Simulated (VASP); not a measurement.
Wanted: the native input for a VASP 6.6.1 run.

* Task: single point
* Functional: PBE
* Potentials or basis: VASP PAW PBE potentials, release 64 (Ge_d)
* Cutoff: 520 eV
* k mesh: 3 × 3 × 6
* Occupations: gaussian, width 0.1 eV
* Spin: no spin polarisation
* Dipole correction: no
* Further INCAR settings: ALGO = Normal; EDIFF = 1e-06; NBANDS = 51

The structure of Ge lies in POSCAR:

```
Ge
1.0
    6.2055183200      0.0000000000      0.0000000000
   -3.1027591600      5.3741365100      0.0000000000
    0.0000000000      0.0000000000      3.6596589400
Ge
6
Direct
    0.6226507000      0.0000000000      0.0000000000
    0.0000000000      0.6226507000      0.6666666700
    0.3773493000      0.3773493000      0.3333333300
    0.3773493000      0.0000000000      0.5000000000
    0.0000000000      0.3773493000      0.1666666700
    0.6226507000      0.6226507000      0.8333333300
```

These files were run (other wordings do the same):

INCAR

```
SYSTEM = Ge
PREC = Accurate ; ENCUT = 520
EDIFF = 1E-6 ; ISMEAR = 0
SIGMA = 0.1 ; LREAL = .False.
LASPH = .True. ; NELM = 100
ALGO = Normal ; ISIF = 2
LWAVE = .False. ; LCHARG = .True.
GGA = PE ; LELF = .True.
LVHAR = .True. ; NBANDS = 51
```

KPOINTS

```
Automatic mesh
0
Gamma
  3 3 6
  0 0 0
```

Potentials or basis: VASP PAW PBE potentials, release 64 (Ge_d).

Command:

```console
$ cat potpaw_PBE.64/Ge_d/POTCAR > POTCAR
$ mpirun -np 1 vasp_std > vasp.out
```

It gave:

The pressure is 11.4 GPa, the largest force is 0.288 eV/Å and the band gap on the k mesh is zero (band 42 reaches 6.27 eV, above the bottom of band 43 at 6.10 eV).

Caveat: the k points lie up to 0.39 Å⁻¹ apart.

Run time: 37 s on 1 thread of Intel(R) Xeon(R) 6975P-C (Granite Rapids) (shared host), peak memory 0.24 GiB.
